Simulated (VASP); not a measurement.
Here is a VASP 6.6.1 calculation.

Contents of INCAR:

```
ALGO     = Normal         # electronic algorithm
EDIFF    = 1E-6           # SCF threshold, eV
ENCUT    = 520            # plane-wave cutoff, eV
GGA      = PE             # functional
ISIF     = 2              # what is computed and relaxed
ISMEAR   = -1             # smearing method
ISPIN    = 2              # spin polarisation
LASPH    = T              # aspherical terms in the spheres
LCHARG   = F              # write CHGCAR
LMAXMIX  = 4              # l up to which the mixer works
LORBIT   = 11             # projections on sites
LREAL    = F              # projectors in reciprocal space
LWAVE    = F              # write WAVECAR
MAGMOM   = 0 1.2 1.2 1.2  # initial moments
NBANDS   = 29             # bands
NELM     = 150            # most SCF steps
NUPDOWN  = 3.6            # fixed moment
PREC     = Accurate       # precision mode
SIGMA    = 0.05           # smearing width, eV
```

File KPOINTS:

```
k-points
0
Gamma
  7 7 7
```

POSCAR

```
SiNi3
1.0
    3.5420000000      0.0000000000      0.0000000000
    0.0000000000      3.5420000000      0.0000000000
    0.0000000000      0.0000000000      3.5420000000
Si Ni
1 3
Direct
    0.0000000000      0.0000000000      0.0000000000
    0.0000000000      0.5000000000      0.5000000000
    0.5000000000      0.0000000000      0.5000000000
    0.5000000000      0.5000000000      0.0000000000
```

Potentials or basis: VASP PAW PBE potentials, release 64 (Si, Ni).

The run is started by

```bash
$ cat potpaw_PBE.64/Si/POTCAR potpaw_PBE.64/Ni/POTCAR > POTCAR
$ mpirun -np 1 vasp_std > vasp.out
```

**Question.** Estimate the pressure.

**Answer.** 5.3 GPa.

Caveat: the total moment is fixed, so each spin has its own Fermi level.
